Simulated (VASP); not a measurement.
# W (R-3m) in VASP: a series of runs

W is run at these levels: PBE; tasks: single point.

Everything below comes from runs of VASP 6.6.1. Logs are shortened: lines on timing, memory, paths and dates and some standing lists are left out, and cuts for length are marked.

## (1) The cell of the first run

Symmetry: R-3m, No. 166, trigonal system. Conventional cell: a = 3.741 Å, b = 3.741 Å, c = 4.154 Å, α = 90.00°, β = 90.00°, γ = 120.00°. W (site symmetry -3m) has 6 W at 2.57 Å within 3.4 Å.

## (2) Single point, PBE

INCAR reads:

```
SYSTEM = W
ALGO     = Fast           ! electronic algorithm
EDIFF    = 1E-7           ! SCF threshold, eV
ENCUT    = 520            ! plane-wave cutoff, eV
GGA      = PE             ! functional
ISIF     = 2              ! what is computed and relaxed
ISMEAR   = 0              ! smearing method
LASPH    = .True.         ! aspherical terms in the spheres
LCHARG   = .False.        ! write CHGCAR
LREAL    = .False.        ! projectors in reciprocal space
LWAVE    = .False.        ! write WAVECAR
NBANDS   = 13             ! bands
NELM     = 60             ! most SCF steps
PREC     = Accurate       ! precision mode
SIGMA    = 0.15           ! smearing width, eV
```

KPOINTS reads:

```
k-points
0
Gamma
  22 22 22
  0 0 0
```

POSCAR reads:

```
W
1.0
   -0.9640877444      1.6811136761      1.6811136761
    1.6811136761     -0.9640877444      1.6811136761
    1.6811136761      1.6811136761     -0.9640877444
W
1
Direct
    0.0000000000      0.0000000000      0.0000000000
```

Potentials or basis: VASP PAW PBE potentials, release 64 (W_sv).

Run with:

```sh
> cat potpaw_PBE.64/W_sv/POTCAR > POTCAR
> mpirun -np 1 vasp_std > vasp.out
```

OUTCAR:

```text
SYSTEM = W
   EDIFF = 1E-7
   ENCUT = 520
   GGA = PE
   ISIF = 2
   ISMEAR = 0
   LASPH = .True.
   LREAL = .False.
   NELM = 60
   PREC = Accurate

 ion  position               nearest neighbor table
   1  0.000  0.000  0.000-

  LATTYP: Found a trigonal (rhomboedric) cell.
 ALAT       =     2.5654924601
 COS(alpha) =    -0.0631046292

  Lattice vectors:

 A1 = (  -0.9640877444,   1.6811136761,   1.6811136761)
 A2 = (   1.6811136761,  -0.9640877444,   1.6811136761)
 A3 = (   1.6811136761,   1.6811136761,  -0.9640877444)

Analysis of symmetry for initial positions (statically):
=====================================================================
 Subroutine PRICEL returns:
 Original cell was already a primitive cell.

 Routine SETGRP: Setting up the symmetry group for a
 trigonal (rhombohedral) supercell.

 Subroutine GETGRP returns: Found 12 space group operations
 (whereof 12 operations were pure point group operations)
 out of a pool of 12 trial point group operations.

The static configuration has the point symmetry D_3d.

Analysis of symmetry for dynamics (positions and initial velocities):
=====================================================================
 Subroutine PRICEL returns:
 Original cell was already a primitive cell.

 Routine SETGRP: Setting up the symmetry group for a
 trigonal (rhombohedral) supercell.

 Subroutine GETGRP returns: Found 12 space group operations
 (whereof 12 operations were pure point group operations)
 out of a pool of 12 trial point group operations.

The dynamic configuration has the point symmetry D_3d.

 Subroutine INISYM returns: Found 12 space group operations
 (whereof 12 operations are pure point group operations),
 and found     1 'primitive' translations

----------------------------------------------------------------------------------------

                                     Primitive cell

  volume of cell :      16.7800

  direct lattice vectors                    reciprocal lattice vectors
    -0.964087744  1.681113676  1.681113676    -0.113032063  0.265010982  0.265010982
     1.681113676 -0.964087744  1.681113676     0.265010982 -0.113032063  0.265010982
     1.681113676  1.681113676 -0.964087744     0.265010982  0.265010982 -0.113032063

  length of vectors
     2.565492460  2.565492460  2.565492460     0.391456113  0.391456113  0.391456113

  position of ions in fractional coordinates (direct lattice)
     0.000000000  0.000000000  0.000000000

  ion indices of the primitive-cell ions
   primitive index   ion index
                 1           1

----------------------------------------------------------------------------------------

 KPOINTS: k-points

Automatic generation of k-mesh.
 Grid dimensions read from file:
 generate k-points for:   22   22   22

 Generating k-lattice:

  Cartesian coordinates                     Fractional coordinates (reciprocal lattice)
    -0.005137821  0.012045954  0.012045954     0.045454545  0.000000000  0.000000000
     0.012045954 -0.005137821  0.012045954     0.000000000  0.045454545  0.000000000
     0.012045954  0.012045954 -0.005137821     0.000000000  0.000000000  0.045454545

  Length of vectors
     0.017793460  0.017793460  0.017793460

  Shift w.r.t. Gamma in fractional coordinates (k-lattice)
     0.000000000  0.000000000  0.000000000

 Subroutine IBZKPT returns following result:
 ===========================================

 Found   1024 irreducible k-points:

 Following reciprocal coordinates:
            Coordinates               Weight
  0.000000  0.000000  0.000000      1.000000
  0.045455  0.000000  0.000000      6.000000
  0.090909  0.000000  0.000000      6.000000
  0.136364  0.000000  0.000000      6.000000
  0.181818  0.000000  0.000000      6.000000
  0.227273 -0.000000 -0.000000      6.000000
[... 16 lines left out ...]
  0.500000  0.045455  0.000000     12.000000
 -0.454545  0.045455  0.000000     12.000000
 [... further k-points ...]
   k-points           NKPTS =   1024   k-points in BZ     NKDIM =   1024   number of bands    NBANDS=     13
   number of dos      NEDOS =    301   number of ions     NIONS =      1
   total plane-waves  NPLWV =   8000
   dimension x,y,z NGX =    20 NGY =   20 NGZ =   20
   dimension x,y,z NGXF=    40 NGYF=   40 NGZF=   40
   ions per type =               1
   NGX,Y,Z   is equivalent  to a cutoff of  12.96, 12.96, 12.96 a.u.
   NGXF,Y,Z  is equivalent  to a cutoff of  25.92, 25.92, 25.92 a.u.
 SYSTEM =  W
   PREC   = accura    normal or accurate (medium, high low for compatibility)
   ISTART =      0    job   : 0-new  1-cont  2-samecut
   ICHARG =      2    charge: 1-file 2-atom 10-const
   ISPIN  =      1    spin polarized calculation?
   LNONCOLLINEAR =      F non collinear calculations
   LSORBIT =      F    spin-orbit coupling
   LASPH  =      T    aspherical Exc in radial PAW
   ENCUT  =  520.0 eV  38.22 Ry    6.18 a.u.   4.77  4.77  4.77*2*pi/ulx,y,z
   NELM   =     60;   NELMIN=  2; NELMDL= -5     # of ELM steps
   EDIFF  = 0.1E-06   stopping-criterion for ELM
   LREAL  =      F    real-space projection
   EDIFFG = 0.1E-05   stopping-criterion for IOM
   NSW    =      0    number of steps for IOM
   IBRION =     -1    ionic relax: 0-MD 1-quasi-New 2-CG
   NFREE  =      0    steps in history (QN), initial steepest desc. (CG)
   ISIF   =      2    stress and relaxation
   ISYM   =      2    0-nonsym 1-usesym 2-fastsym
   POTIM  = 0.5000    time-step for ionic-motion
   TEBEG  =    0.0;   TEEND  =   0.0 temperature during run
   PSTRESS=    0.0 pullay stress
   NELECT =      14.0000    total number of electrons
   NUPDOWN=      -1.0000    fix difference up-down
   EMIN   =  10.00;   EMAX   =-10.00  energy-range for DOS
   EFERMI =   0.00;   METHOD = LEGACY
   ISMEAR =     0;   SIGMA  =   0.15  broadening in eV -4-tet -1-fermi 0-gaus
   EFERMI_NEDOS =   21; number of points for ismear=-14 and -15
   IALGO  =     68    algorithm
   IMIX   =      4    mixing-type and parameters
     AMIX     =   0.40;   BMIX     =  1.00
     AMIX_MAG =   1.60;   BMIX_MAG =  1.00
  volume/ion in A,a.u.               =      16.78       113.24
  Fermi-wavevector in a.u.,A,eV,Ry     =   1.541181  2.912409 32.317069  2.375238
  Thomas-Fermi vector in A             =   2.647163
   LORBIT       =      0    0 simple, 1 ext, 2 COOP (PROOUT), +10 PAW based schemes
   GGA     = PE    functional components
   LHFCALC =     F    Hartree Fock is set to
   AEXX    =    0.0000 exact exchange contribution
   IVDW    =     0    specifies the selected vdW correction
   LEPSILON=     F    determine dielectric tensor
   LRPA    =     F    only Hartree local field effects (RPA)
 non-spin polarized calculation
 RMM-DIIS sequential band-by-band and
 Gauss-broadening in eV      SIGMA  =   0.15
  energy-cutoff  :      520.00
  volume of cell :       16.78
 maximum number of plane-waves:       463
   NGX =  9   NGY =  9   NGZ =  9

 number of electron      14.0000001 magnetization

 Free energy of the ion-electron system (eV)
  ---------------------------------------------------
  ext. energy  EPLUGINS =         0.00000000
  ---------------------------------------------------
  free energy    TOTEN  =       -11.48064043 eV

  energy without entropy =      -11.47268214  energy(sigma->0) =      -11.47666129

 E-fermi :  10.5682     XC(G=0): -13.1771

 val. band max:       10.5660848064   @ k =  -0.3636  -0.3636   0.2273
 cond. band min:      10.5709360839   @ k =  -0.2727  -0.4091   0.1364
 fundamental gap:      0.0048512775
 Fermi energy:        10.5681594103

 k-point     1 :       0.0000    0.0000    0.0000
  band No.  band energies     occupation
      1     -63.5167      2.00000
      2     -27.0997      2.00000
      3     -26.9440      2.00000
      4     -26.9440      2.00000
      5       1.5058      2.00000
      6       5.8199      2.00000
      7       5.8199      2.00000
      8      15.4227      0.00000
      9      15.7708      0.00000
     10      15.7708      0.00000
     11      25.3334      0.00000
     12      25.3334      0.00000
     13      27.2660      0.00000

 k-point     2 :       0.0455    0.0000    0.0000
  band No.  band energies     occupation
      1     -63.5139      2.00000
      2     -27.1110      2.00000
      3     -26.9660      2.00000
      4     -26.9411      2.00000
      5       1.5810      2.00000
      6       5.8385      2.00000
      7       5.8998      2.00000
      8      15.3290      0.00000
      9      15.6430      0.00000
     10      15.7411      0.00000
     11      25.2115      0.00000
     12      25.4825      0.00000
     13      27.1612      0.00000

 k-point     3 :       0.0909    0.0000    0.0000
  band No.  band energies     occupation
      1     -63.5060      2.00000
      2     -27.1719      2.00000
      3     -27.0015      2.00000
      4     -26.9327      2.00000
      5       1.7980      2.00000
      6       5.8935      2.00000
      7       6.1388      2.00000
      8      15.0108      0.00000
      9      15.2921      0.00000
     10      15.7238      0.00000
     11      24.6020      0.00000
     12      25.8948      0.00000
     13      27.3202      0.00000
[... 305 lines left out ...]
 k-point    23 :       0.5000    0.0455    0.0000
  band No.  band energies     occupation
      1     -63.3794      2.00000
      2     -28.6163      2.00000
      3     -26.9209      2.00000
      4     -26.8133      2.00000
      5       5.2458      2.00000
      6       6.8806      2.00000
      7       9.5043      2.00000
      8      11.6436      0.00000
      9      11.9716      0.00000
     10      16.0052      0.00000
     11      20.8713      0.00000
     12      24.7702      0.00000
     13      29.5849      0.00000

 k-point    24 :      -0.4545    0.0455    0.0000
  band No.  band energies     occupation
      1     -63.3822      2.00000
      2     -28.5855      2.00000
      3     -26.9233      2.00000
      4     -26.8160      2.00000
      5       5.1531      2.00000
      6       6.8653      2.00000
      7       9.4045      2.00000
      8      11.7470      0.00000
      9      12.0273      0.00000
     10      15.9984      0.00000
     11      20.6795      0.00000
     12      24.9243      0.00000
     13      30.1011      0.00000

 [... further k-points ...]
[... 5 lines left out ...]
  --------------------------------------------------------------------------------------
  -------------------------------------------------------------------------------------
  Total        2.3851673      2.3851673      2.3851673     -0.8030408     -0.8030408     -0.8030408
  in kB      227.7390356    227.7390356    227.7390356    -76.6754362    -76.6754362    -76.6754362
  external PRESSURE =     227.7390356 kB  Pullay stress =       0.0000000 kB

 VOLUME and BASIS-vectors are now :
 -----------------------------------------------------------------------------
  energy-cutoff  :      520.00
  volume of cell :       16.78
      direct lattice vectors                 reciprocal lattice vectors
    -0.964087744  1.681113676  1.681113676    -0.113032063  0.265010982  0.265010982
     1.681113676 -0.964087744  1.681113676     0.265010982 -0.113032063  0.265010982
     1.681113676  1.681113676 -0.964087744     0.265010982  0.265010982 -0.113032063

 POSITION                                       TOTAL-FORCE (eV/Angst)
 -----------------------------------------------------------------------------------
      0.00000      0.00000      0.00000        -0.000000      0.000000      0.000000
 -----------------------------------------------------------------------------------
    total drift:                                0.000000     -0.000000     -0.000000

  FREE ENERGIE OF THE ION-ELECTRON SYSTEM (eV)
  ---------------------------------------------------
  free  energy   TOTEN  =       -11.4806404336 eV

  energy  without entropy=      -11.4726821412  energy(sigma->0) =      -11.47666129
```

Wall time 79 s (1 thread of Intel Xeon 6975P-C (Granite Rapids), shared host); peak memory 0.3 GiB.

Results:

```yaml
Free_energy: -11.4806 eV
Pressure: 22.8 GPa
Band_gap_on_the_k_mesh: zero (band 7 reaches 12.43 eV, above the bottom of band 8 at 9.38 eV)
```

Stress tensor (GPa, compression positive):
```
22.77 -7.67 -7.67
-7.67 22.77 -7.67
-7.67 -7.67 22.77
```

Caveat: spin-orbit coupling is left out, which moves the levels of the heavy elements.

## (3) Single point, PBE

This run uses another cell than the first one, of 17.43 Å³/atom, 1.038 times its volume.

INCAR reads:

```
PREC = Accurate
ENCUT = 520
EDIFF = 1E-6
ISMEAR = 0
SIGMA = 0.15
LREAL = F
LASPH = T
NELM = 100
ALGO = Fast
ISIF = 2
LWAVE = F
LCHARG = F
GGA = PE
NBANDS = 13
```

KPOINTS reads:

```
Automatic mesh
0
Gamma
  22 22 22
```

POSCAR reads:

```
W
1.0
   -2.0676575869      1.6606506089      1.6606506089
    1.6606506089     -2.0676575869      1.6606506089
    1.6606506089      1.6606506089     -2.0676575869
W
1
Direct
    0.0000000000      0.0000000000      0.0000000000
```

Potentials or basis: VASP PAW PBE potentials, release 64 (W_sv).

Run with:

```sh
> cat potpaw_PBE.64/W_sv/POTCAR > POTCAR
> mpirun -np 1 vasp_std > vasp.out
```

Run time: 86 s. Hardware: 1 thread of Intel Xeon 6975P-C (Granite Rapids), shared host; peak memory 0.32 GiB.

It converged, with:

```yaml
Free_energy: -10.5887 eV
Pressure: 32.7 GPa
Band_gap_on_the_k_mesh: zero (band 7 reaches 12.80 eV, above the bottom of band 8 at 8.39 eV)
```

Stress tensor (GPa, compression positive):
```
32.66 65.96 65.96
65.96 32.66 65.96
65.96 65.96 32.66
```

Levels at points of the mesh, in eV from the Fermi level:
```csv
k point,band 4,band 5,band 6,band 7,band 8,band 9,band 10,band 11
"(0.00, 0.00, 0.00)",-36.16,-8.99,-5.63,-1.91,-1.91,5.99,5.99,10.16
"(0.50, 0.00, 0.00)",-38.01,-6.04,-4.16,0.82,1.04,3.03,4.27,10.40
"(0.50, 0.50, 0.00)",-36.18,-6.47,-5.38,-1.36,2.31,5.01,6.15,6.70
"(0.50, 0.50, 0.50)",-38.21,-6.05,-6.05,2.50,2.50,6.49,7.52,7.52
```

Caveat: spin-orbit coupling is left out, which moves the levels of the heavy elements.

## (4) Single point, PBE

This run uses another cell than the first one, of 17.43 Å³/atom, 1.038 times its volume.

INCAR reads:

```
PREC     = Accurate       # precision mode
ENCUT    = 520            # plane-wave cutoff, eV
EDIFF    = 1E-7           # SCF threshold, eV
ISMEAR   = 0              # smearing method
SIGMA    = 0.15           # smearing width, eV
LREAL    = False          # projectors in reciprocal space
LASPH    = True           # aspherical terms in the spheres
NELM     = 100            # most SCF steps
ALGO     = Fast           # electronic algorithm
ISIF     = 2              # what is computed and relaxed
LWAVE    = False          # write WAVECAR
LCHARG   = True           # write CHGCAR
GGA      = PE             # functional
LELF     = True           # ELF
LVHAR    = True         
NBANDS   = 13             # bands
```

KPOINTS is that of step 3.

POSCAR reads:

```
W
1.0
   -2.5161083759      1.7392261381      1.7392261381
    1.7392261381     -2.5161083759      1.7392261381
    1.7392261381      1.7392261381     -2.5161083759
W
1
Direct
    0.0000000000      0.0000000000      0.0000000000
```

Run with:

```sh
> cat potpaw_PBE.64/W_sv/POTCAR > POTCAR
> mpirun -np 1 vasp_std > vasp.out
```

It took 3.7 min on 1 thread of Intel Xeon 6975P-C (Granite Rapids), shared host; peak memory 0.34 GiB.

Results (log left out):

```yaml
Free_energy: 3.5315 eV
Pressure: 295.1 GPa
Band_gap_on_the_k_mesh: zero (band 7 reaches 14.10 eV, above the bottom of band 8 at 5.35 eV)
```

Stress tensor (GPa, compression positive):
```
295.08 306.65 306.65
306.65 295.08 306.65
306.65 306.65 295.08
```

Levels at points of the mesh, in eV from the Fermi level:
```
           k point  band 3  band 4  band 5  band 6  band 7  band 8  band 9  band 10  band 11  band 12
(0.00, 0.00, 0.00)  -41.24  -30.04   -9.91   -4.47   -4.47   -4.35    7.74    14.23    14.23    17.05
(0.50, 0.00, 0.00)  -36.46  -36.43  -10.32  -10.05    3.77    4.24    5.95     7.68    13.18    17.10
(0.50, 0.50, 0.00)  -41.27  -30.04   -7.86   -5.49   -2.07   -1.90    1.12     6.77    14.33    17.07
(0.50, 0.50, 0.50)  -36.47  -36.47  -10.39  -10.39    4.40    4.40    8.66    11.43    11.43    13.70
```

Caveat: spin-orbit coupling is left out, which moves the levels of the heavy elements.

## (5) Single point, PBE

This run uses another cell than the first one, of 17.43 Å³/atom, 1.038 times its volume.

INCAR reads:

```
ALGO = Fast
EDIFF = 1E-7
ENCUT = 520
GGA = PE
ISIF = 2
ISMEAR = 0
LASPH = T
LCHARG = F
LREAL = F
LWAVE = F
NBANDS = 13
NELM = 100
PREC = Accurate
SIGMA = 0.15
```

KPOINTS reads:

```
k-points
0
Gamma
  22 22 22
```

POSCAR reads:

```
W
1.0
   -1.1986162203      1.6631813610      1.6631813610
    1.6631813610     -1.1986162203      1.6631813610
    1.6631813610      1.6631813610     -1.1986162203
W
1
Direct
    0.0000000000      0.0000000000      0.0000000000
```

Run with:

```sh
> cat potpaw_PBE.64/W_sv/POTCAR > POTCAR
> mpirun -np 1 vasp_std > vasp.out
```

Wall time 89 s (1 thread of Intel Xeon 6975P-C (Granite Rapids), shared host); peak memory 0.31 GiB.

It converged, with:

```yaml
Free_energy: -12.0395 eV
Pressure: 0.9 GPa
Band_gap_on_the_k_mesh: zero (band 7 reaches 11.70 eV, above the bottom of band 8 at 9.09 eV)
```

Stress tensor (GPa, compression positive):
```
  0.92 -14.31 -14.31
-14.31   0.92 -14.31
-14.31 -14.31   0.92
```

Levels at points of the mesh, in eV from the Fermi level:
```csv
k point,band 5,band 6,band 7,band 8,band 9,band 10
"(0.00, 0.00, 0.00)",-9.04,-3.89,-3.89,2.92,3.97,3.97
"(0.50, 0.00, 0.00)",-5.66,-3.65,-0.76,1.66,2.18,4.18
"(0.50, 0.50, 0.00)",-5.79,-3.49,1.52,2.16,2.73,7.05
"(0.50, 0.50, 0.50)",-4.99,-4.99,-1.38,6.79,7.04,7.04
```

Caveat: spin-orbit coupling is left out, which moves the levels of the heavy elements.

## (6) The runs side by side

```tsv
cell	further INCAR settings	gap on the mesh (eV)	pressure (GPa)
a = 2.565 Å, angles 93.6°, 1 atom	ALGO = Fast; EDIFF = 1e-07; NBANDS = 13	none	22.8
a = 3.129 Å, angles 114.8°, 1 atom	ALGO = Fast; EDIFF = 1e-06; NBANDS = 13	none	32.7
a = 3.519 Å, angles 117.6°, 1 atom	ALGO = Fast; EDIFF = 1e-07; NBANDS = 13	none	295.1
a = 2.640 Å, angles 100.1°, 1 atom	ALGO = Fast; EDIFF = 1e-07; NBANDS = 13	none	0.9
```

Alike in all rows: task single point; level PBE; potentials or basis VASP PAW PBE potentials, release 64 (W_sv); no spin polarisation; k mesh 22 × 22 × 22; cutoff (eV) 520; smearing gaussian 0.15 eV.

Caveats: spin-orbit coupling is left out, which moves the levels of the heavy elements.

Total energies depend on the potentials used, so only differences within one code and one set of settings carry meaning.
